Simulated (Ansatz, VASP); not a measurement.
## Two plane-wave programs on ZnCu

```
Zn Cu
1.0
     2.94500    0.00000    0.00000
     0.00000    2.94500    0.00000
     0.00000    0.00000    2.94500
Zn Cu
1 1
Direct
  0.50000 0.50000 0.50000
  0.00000 0.00000 0.00000
```

Alike in both runs: task relaxation of cell and atoms; functional r2SCAN; k mesh 14 × 14 × 14; occupations gaussian, width 0.1 eV; no spin polarisation.

|  | VASP | Ansatz |
| --- | --- | --- |
| version | VASP 6.6.1 | Ansatz 0.2.0 |
| potentials or method | VASP PAW PBE potentials, release 64 (Zn, Cu), cutoff 600 eV | scalar-relativistic, plane waves, PAW |
| valence electrons in the cell | 23 | 31 |

```tsv
	VASP	Ansatz	Ansatz less VASP
gap on the k mesh at the Fermi level, each at its own relaxed structure (eV)	none	none	-
relaxed volume (Å³/atom)	12.48	12.43	-0.052
relaxed cell length with the largest relative difference (Å)	2.923	2.919	-0.0041
```

VASP's potentials were made for PBE, not for r2SCAN. A gap of «none» marks a metal or a gap that the smearing closes. VASP's potentials hold 23 valence electrons a cell and Ansatz's 31, so a difference there can come from the potentials and not from the codes.
